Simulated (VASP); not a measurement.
A run of VASP 6.6.1 is set up as follows.

INCAR

```
  PREC = Accurate
  ENCUT = 520
  EDIFF = 1E-7
  ISMEAR = 0
  SIGMA = 0.15
  LREAL = False
  LASPH = True
  NELM = 100
  ALGO = Normal
  ISIF = 2
  LWAVE = False
  LCHARG = False
  GGA = PE
  NBANDS = 16
```

File KPOINTS:

```
regular mesh
0
Gamma
  14 14 14
```

File POSCAR:

```
InSb
1.0
    0.0000000000      3.0751837979      3.0751837979
    3.0751837979      0.0000000000      3.0751837979
    3.0751837979      3.0751837979      0.0000000000
In Sb
1 1
Direct
    0.0000000000      0.0000000000      0.0000000000
    0.5000000000      0.5000000000      0.5000000000
```

Potentials or basis: VASP PAW PBE potentials, release 64 (In_d, Sb).

Command:

```bash
$ cat potpaw_PBE.64/In_d/POTCAR potpaw_PBE.64/Sb/POTCAR > POTCAR
$ mpirun -np 1 vasp_std > vasp.out
```

(1) What does it give for the pressure?

(2) Predict the band gap on the k mesh.

## Answers

(1) -0.1 GPa.

(2) zero (band 9 reaches 7.13 eV, above the bottom of band 10 at 4.48 eV).

Caveat: spin-orbit coupling is left out, which moves the levels of the heavy elements.
